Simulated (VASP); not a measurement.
# NaGeCl3 in VASP: further runs

The runs below take NaGeCl3 through single point, with HSE06, r2SCAN.

All numbers are computed with VASP 6.6.1; they aren't measurements. Logs are shortened: lines on timing, memory, paths and dates and some standing lists are left out, and cuts for length are marked.

## 1. The cell of the first run

It takes space group Pm-3m (No. 221, cubic). Conventional cell: a = 5.399 Å, b = 5.399 Å, c = 5.399 Å, α = 90.00°, β = 90.00°, γ = 90.00°. Na (site symmetry m-3m) has 12 Cl at 3.82 Å and 8 Ge at 4.68 Å within 5.0 Å. Within 3.6 Å of Ge (site symmetry m-3m) lie 6 Cl at 2.70 Å. Cl (site symmetry 4/mmm) has 2 Ge at 2.70 Å within 3.6 Å.

## 2. Single point, HSE06 (strain +4.0%)

File POSCAR:

```
NaGeCl3
1.0
    5.3985052642      0.0000000000      0.0000000000
    0.0000000000      5.3985052642      0.0000000000
    0.0000000000      0.0000000000      5.3985052642
Na Ge Cl
1 1 3
Direct
    0.0000000000      0.0000000000      0.0000000000
    0.5000000000      0.5000000000      0.5000000000
    0.5000000000      0.5000000000      0.0000000000
    0.5000000000      0.0000000000      0.5000000000
    0.0000000000      0.5000000000      0.5000000000
```

File INCAR.step1:

```
SYSTEM = NaGeCl3
PREC = Accurate ; ENCUT = 520
EDIFF = 1E-5 ; ISMEAR = 0
SIGMA = 0.01 ; LREAL = .False.
LASPH = .True. ; NELM = 100
ALGO = Normal ; ISIF = 2
LWAVE = .True. ; NBANDS = 29
GGA = PE ; KPAR = 2
```

File INCAR.step2:

```
SYSTEM = NaGeCl3
PREC = Accurate ; ENCUT = 520
EDIFF = 1E-7 ; ISMEAR = 0
SIGMA = 0.01 ; LREAL = .False.
LASPH = .True. ; NELM = 100
ALGO = Normal ; ISIF = 2
LWAVE = .False. ; LCHARG = .True.
GGA = PE ; LHFCALC = .True.
HFSCREEN = 0.2079 ; PRECFOCK = Fast
LVHAR = .True. ; NBANDS = 29
ISTART = 1 ; KPAR = 2
```

File KPOINTS:

```
Automatic mesh
0
Gamma
  4 4 4
  0 0 0
```

Potentials or basis: VASP PAW PBE potentials, release 64 (Na_pv, Ge_d, Cl).

Command:

```bash
$ cat potpaw_PBE.64/Na_pv/POTCAR potpaw_PBE.64/Ge_d/POTCAR potpaw_PBE.64/Cl/POTCAR > POTCAR
$ cp INCAR.step1 INCAR
$ mpirun -np 2 vasp_std > vasp.out
$ cp INCAR.step2 INCAR
$ mpirun -np 2 vasp_std > vasp.out
```

OUTCAR:

```text
SYSTEM = NaGeCl3
   PREC = Accurate
   ENCUT = 520
   EDIFF = 1E-7
   ISMEAR = 0
   LREAL = .False.
   LASPH = .True.
   NELM = 100
   ISIF = 2
   GGA = PE
   LHFCALC = .True.
   HFSCREEN = 0.2079
   PRECFOCK = Fast
   ISTART = 1

 ion  position               nearest neighbor table
   1  0.000  0.000  0.000-
   2  0.500  0.500  0.500-   3 2.70   4 2.70   5 2.70   3 2.70   4 2.70   5 2.70
   3  0.500  0.500  0.000-   2 2.70   2 2.70
   4  0.500  0.000  0.500-   2 2.70   2 2.70
   5  0.000  0.500  0.500-   2 2.70   2 2.70

  LATTYP: Found a simple cubic cell.
 ALAT       =     5.3985052642

  Lattice vectors:

 A1 = (   5.3985052642,   0.0000000000,   0.0000000000)
 A2 = (   0.0000000000,   5.3985052642,   0.0000000000)
 A3 = (   0.0000000000,   0.0000000000,   5.3985052642)

Analysis of symmetry for initial positions (statically):
=====================================================================
 Subroutine PRICEL returns:
 Original cell was already a primitive cell.

 Routine SETGRP: Setting up the symmetry group for a
 simple cubic supercell.

 Subroutine GETGRP returns: Found 48 space group operations
 (whereof 48 operations were pure point group operations)
 out of a pool of 48 trial point group operations.

The static configuration has the point symmetry O_h .

Analysis of symmetry for dynamics (positions and initial velocities):
=====================================================================
 Subroutine PRICEL returns:
 Original cell was already a primitive cell.

 Routine SETGRP: Setting up the symmetry group for a
 simple cubic supercell.

 Subroutine GETGRP returns: Found 48 space group operations
 (whereof 48 operations were pure point group operations)
 out of a pool of 48 trial point group operations.

The dynamic configuration has the point symmetry O_h .

 Subroutine INISYM returns: Found 48 space group operations
 (whereof 48 operations are pure point group operations),
 and found     1 'primitive' translations

----------------------------------------------------------------------------------------

                                     Primitive cell

  volume of cell :     157.3333

[... 82 lines left out ...]
   NSW    =      0    number of steps for IOM
   IBRION =     -1    ionic relax: 0-MD 1-quasi-New 2-CG
   NFREE  =      0    steps in history (QN), initial steepest desc. (CG)
   ISIF   =      2    stress and relaxation
   ISYM   =      3    0-nonsym 1-usesym 2-fastsym
   POTIM  = 0.5000    time-step for ionic-motion
   TEBEG  =    0.0;   TEEND  =   0.0 temperature during run
   PSTRESS=    0.0 pullay stress
   NELECT =      42.0000    total number of electrons
   NUPDOWN=      -1.0000    fix difference up-down
   EMIN   =  10.00;   EMAX   =-10.00  energy-range for DOS
   EFERMI =   0.00;   METHOD = LEGACY
   ISMEAR =     0;   SIGMA  =   0.01  broadening in eV -4-tet -1-fermi 0-gaus
   EFERMI_NEDOS =   21; number of points for ismear=-14 and -15
   IALGO  =     38    algorithm
   IMIX   =      1    mixing-type and parameters
     AMIX     =   0.40;   BMIX     =  1.00
     AMIX_MAG =   1.60;   BMIX_MAG =  1.00
  volume/ion in A,a.u.               =      31.47       212.35
  Fermi-wavevector in a.u.,A,eV,Ry     =   1.054106  1.991972 15.117978  1.111140
  Thomas-Fermi vector in A             =   2.189254
   LORBIT       =      0    0 simple, 1 ext, 2 COOP (PROOUT), +10 PAW based schemes
   GGA     = PE    functional components
   LHFCALC =     T    Hartree Fock is set to
   PRECFOCK=fast      Normal, Fast or Accurate (Low or Medium for compatibility)
   ENCUT4O =  -1.0   cutoff for four orbital integrals eV
   NKREDX  =     1    reduce k-point grid by
   NKREDY  =     1    reduce k-point grid by
   NKREDZ  =     1    reduce k-point grid by
   AEXX    =    0.2500 exact exchange contribution
   HFSCREEN=    0.2079 screening length (either q_TF or 0.3 A-1)
   HFSCREENC=   0.2079 screening length for correlation (either q_TF or 0.3 A-1)
   ENCUTFOCK=  -1.0 apply spherical cutoff to Coloumb kernel
   IVDW    =     0    specifies the selected vdW correction
   LEPSILON=     F    determine dielectric tensor
   LRPA    =     F    only Hartree local field effects (RPA)
 non-spin polarized calculation
 Gauss-broadening in eV      SIGMA  =   0.01
  energy-cutoff  :      520.00
  volume of cell :      157.33
 maximum number of plane-waves:      4272
  NGX = 24; NGY = 24; NGZ = 24

 number of electron      41.9999950 magnetization

 Free energy of the ion-electron system (eV)
  ---------------------------------------------------
  ext. energy  EPLUGINS =         0.00000000
  ---------------------------------------------------
  free energy    TOTEN  =       -19.89577507 eV

  energy without entropy =      -19.89577507  energy(sigma->0) =      -19.89577507

 E-fermi :   0.6770     XC(G=0):  -6.1096

 val. band max:        0.5534392328   @ k =   0.5000   0.5000   0.5000
 cond. band min:       2.4065585429   @ k =   0.5000   0.5000   0.5000
 fundamental gap:      1.8531193101
 Fermi energy:         0.6770016494

 k-point     1 :       0.0000    0.0000    0.0000
  band No.  band energies     occupation
      1     -27.9623      2.00000
      2     -27.9623      2.00000
      3     -27.9481      2.00000
      4     -27.9481      2.00000
      5     -27.9481      2.00000
      6     -27.2430      2.00000
[... 309 lines left out ...]
     28       8.0894      0.00000
     29       9.1727      0.00000

------------------------ aborting loop because EDIFF is reached ----------------------------------------

  FORCE on cell =-STRESS in cart. coord.  units (eV):
  Direction    XX          YY          ZZ          XY          YZ          ZX
  --------------------------------------------------------------------------------------
  -------------------------------------------------------------------------------------
  Total       -2.4016064     -2.4016064     -2.4016064     -0.0000000      0.0000000     -0.0000000
  in kB      -24.4563608    -24.4563608    -24.4563608     -0.0000000      0.0000000     -0.0000000
  external PRESSURE =     -24.4563608 kB  Pullay stress =       0.0000000 kB

 VOLUME and BASIS-vectors are now :
 -----------------------------------------------------------------------------
  energy-cutoff  :      520.00
  volume of cell :      157.33
      direct lattice vectors                 reciprocal lattice vectors
     5.398505264  0.000000000  0.000000000     0.185236459  0.000000000  0.000000000
     0.000000000  5.398505264  0.000000000     0.000000000  0.185236459  0.000000000
     0.000000000  0.000000000  5.398505264     0.000000000  0.000000000  0.185236459

 POSITION                                       TOTAL-FORCE (eV/Angst)
 -----------------------------------------------------------------------------------
      0.00000      0.00000      0.00000         0.000000      0.000000      0.000000
      2.69925      2.69925      2.69925         0.000000      0.000000      0.000000
      2.69925      2.69925      0.00000         0.000000      0.000000      0.000000
      2.69925      0.00000      2.69925         0.000000      0.000000      0.000000
      0.00000      2.69925      2.69925         0.000000      0.000000      0.000000
 -----------------------------------------------------------------------------------
    total drift:                                0.000000      0.000001      0.000000

  FREE ENERGIE OF THE ION-ELECTRON SYSTEM (eV)
  ---------------------------------------------------
  free  energy   TOTEN  =       -19.8957750695 eV

  energy  without entropy=      -19.8957750695  energy(sigma->0) =      -19.89577507
```

Run time: 12 min. Hardware: 2 MPI ranks of Intel Xeon Platinum 8488C (Sapphire Rapids), shared host; peak memory 0.37 GiB.

What came out:

* Free energy: -19.8958 eV
* Pressure: -2.4 GPa
* Band gap on the k mesh: 1.85 eV

Levels at points of the mesh, in eV from the valence-band top:
```
           k point  band 19  band 20  band 21  band 22  band 23  band 24
(0.00, 0.00, 0.00)    -3.06    -3.06    -3.06     2.66     6.38     6.38
(0.50, 0.00, 0.00)    -3.09    -3.09    -2.09     2.77     4.09     5.09
(0.50, 0.50, 0.00)    -3.40    -2.62    -1.00     2.34     2.34     4.48
(0.50, 0.50, 0.50)    -2.61    -2.61     0.00     1.85     1.85     1.85
```

Caveat: the cell differs from its parent crystal (strain +4.0%); the PAW data sets were made with another functional, which shifts forces and pressure a little. A k mesh can miss the band edges.

## 3. Single point, r2SCAN (uniaxial x strain +1.5%)

Changes to POSCAR since step 2:

```diff
@@ -2,5 +2,5 @@
 1.0
-    5.3985052642      0.0000000000      0.0000000000
-    0.0000000000      5.3985052642      0.0000000000
-    0.0000000000      0.0000000000      5.3985052642
+    5.2687335320      0.0000000000      0.0000000000
+    0.0000000000      5.1908704749      0.0000000000
+    0.0000000000      0.0000000000      5.1908704749
 Na Ge Cl
```

File INCAR.step1:

```
SYSTEM = NaGeCl3
PREC     = Accurate       ! precision mode
ENCUT    = 520            ! plane-wave cutoff, eV
ISMEAR   = 0              ! smearing method
SIGMA    = 0.01           ! smearing width, eV
LREAL    = .False.        ! projectors in reciprocal space
LASPH    = .True.         ! aspherical terms in the spheres
NELM     = 60             ! most SCF steps
NBANDS   = 29             ! bands
GGA      = PE             ! functional
ALGO     = Normal         ! electronic algorithm
EDIFF    = 1E-4           ! SCF threshold, eV
LWAVE    = .True.         ! write WAVECAR
LCHARG   = .False.        ! write CHGCAR
```

File INCAR.step2:

```
SYSTEM = NaGeCl3
PREC     = Accurate       ! precision mode
ENCUT    = 520            ! plane-wave cutoff, eV
EDIFF    = 1E-7           ! SCF threshold, eV
ISMEAR   = 0              ! smearing method
SIGMA    = 0.01           ! smearing width, eV
LREAL    = .False.        ! projectors in reciprocal space
LASPH    = .True.         ! aspherical terms in the spheres
NELM     = 60             ! most SCF steps
ALGO     = Normal         ! electronic algorithm
ISIF     = 2              ! what is computed and relaxed
LWAVE    = .False.        ! write WAVECAR
LCHARG   = .False.        ! write CHGCAR
METAGGA  = R2SCAN         ! meta-GGA
LMIXTAU  = .True.       
NBANDS   = 29             ! bands
ISTART   = 1
```

File KPOINTS:

```
regular mesh
0
Gamma
  6 6 6
  0 0 0
```

Potentials or basis: VASP PAW PBE potentials, release 64 (Na_pv, Ge_d, Cl).

Command:

```bash
$ cat potpaw_PBE.64/Na_pv/POTCAR potpaw_PBE.64/Ge_d/POTCAR potpaw_PBE.64/Cl/POTCAR > POTCAR
$ cp INCAR.step1 INCAR
$ mpirun -np 1 vasp_std > vasp.out
$ cp INCAR.step2 INCAR
$ mpirun -np 1 vasp_std > vasp.out
```

Wall time 16 min (1 thread of Oxide Virtual Turin-like, shared host); peak memory 0.32 GiB.

Results (log left out):

* Free energy: -41.4843 eV
* Pressure: -0.7 GPa
* Band gap on the k mesh: 0.78 eV

Stress tensor (GPa, compression positive):
```
-1.20  0.00  0.00
 0.00 -0.49  0.00
 0.00  0.00 -0.49
```

Levels at points of the mesh, in eV from the valence-band top:
```
           k point  band 17  band 18  band 19  band 20  band 21  band 22  band 23  band 24  band 25  band 26
(0.00, 0.00, 0.00)    -3.73    -3.73    -3.68    -3.68    -3.67     1.67     5.64     5.69     5.71     5.89
(0.50, 0.00, 0.00)    -4.03    -3.89    -3.69    -3.69    -2.53     1.81     3.33     4.06     5.41     5.41
(0.00, 0.50, 0.00)    -4.07    -3.88    -3.69    -3.69    -2.41     1.86     3.41     4.04     5.06     5.37
(0.50, 0.50, 0.00)    -4.14    -4.05    -4.01    -3.16    -1.22     1.35     1.46     3.79     4.89     5.33
(0.00, 0.50, 0.50)    -4.16    -4.07    -4.07    -3.13    -1.11     1.41     1.41     3.78     4.55     5.39
(0.50, 0.50, 0.50)    -4.12    -3.15    -3.15    -3.13     0.00     0.78     0.91     0.91     2.69     6.85
```

Caveat: the cell differs from its parent crystal (uniaxial x strain +1.5%); the PAW data sets were made with another functional, which shifts forces and pressure a little.
